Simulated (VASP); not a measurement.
The system is Os.

```
Os
1.0
     2.73410    0.00000    0.00000
    -1.36705    2.36780    0.00000
     0.00000    0.00000    4.31970
Os
2
Direct
  0.33333 0.66667 0.25000
  0.66667 0.33333 0.75000
```

Base run:

| Quantity | Value |
| --- | --- |
| Program | VASP 6.6.1 |
| Functional | r2SCAN |
| Potentials or basis | VASP PAW PBE potentials, release 64 (Os) |
| Cutoff | 520 eV |
| k mesh | 13 × 13 × 7 |
| Occupations | fermi-dirac, width 0.05 eV |
| Spin | no spin polarisation |

Its results: band gap on the k mesh zero (band 8 reaches 11.43 eV, above the bottom of band 9 at 7.46 eV); pressure 1.9 GPa.

Task: The run is repeated on the same cell with these changes: potentials or basis from VASP PAW PBE potentials, release 64 (Os) to VASP PAW PBE potentials, release 64 (Os_sv_GW); cutoff from 520 eV to 460 eV; further incar settings from ALGO = Normal; EDIFF = 1e-08; NBANDS = 15 to ALGO = Normal; EDIFF = 1e-08; NBANDS = 23; valence electrons from 16 to 32. What comes out?

Result: Band gap on the k mesh zero (band 16 reaches 15.78 eV, above the bottom of band 17 at 11.79 eV); pressure -1.8 GPa.

Caveats: the PAW data sets were made with another functional, which shifts forces and pressure a little; spin-orbit coupling is left out, which moves the levels of the heavy elements.
